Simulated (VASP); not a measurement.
AgI: single point with LDA

Crystal: AgI.

```
Ag I
1.0
     3.17396    3.17396    0.00000
    -3.17396    3.17396    0.00000
     0.00000    3.17396    3.17396
Ag I
1 1
Direct
  0.00000 0.00000 0.00000
  0.75000 0.25000 0.50000
```

- Program: VASP 6.6.1
- Task: single point
- Functional: LDA
- Potentials or basis: VASP PAW LDA potentials, release 64 (Ag, I)
- Cutoff: 500 eV
- k mesh: 10 × 10 × 10
- Occupations: fermi-dirac, width 0.1 eV
- Spin: no spin polarisation
- Dipole correction: no
- Further INCAR settings: ALGO = Normal; EDIFF = 1e-06; NBANDS = 16

```json
{"Pressure": "0.0 GPa", "Band gap on the k mesh": "1.09 eV"}
```

Levels at points of the mesh, in eV from the valence-band top:
| k point | band 5 | band 6 | band 7 | band 8 | band 9 | band 10 | band 11 | band 12 | band 13 | band 14 |
| --- | --- | --- | --- | --- | --- | --- | --- | --- | --- | --- |
| (0.00, 0.00, 0.00) | -3.44 | -3.44 | 0.00 | 0.00 | 0.00 | 1.09 | 5.51 | 5.51 | 5.51 | 8.70 |
| (0.50, 0.00, 0.00) | -3.41 | -3.41 | -3.27 | -0.84 | -0.84 | 2.53 | 6.03 | 6.03 | 7.07 | 9.00 |
| (0.50, 0.50, 0.00) | -3.34 | -3.31 | -2.93 | -2.05 | -2.05 | 3.23 | 3.67 | 8.51 | 9.72 | 9.72 |

It took 64 s on 1 thread of Intel Xeon 8259CL (shared host), peak memory 0.19 GiB.

Caveat: spin-orbit coupling is left out, which moves the levels of the heavy elements.
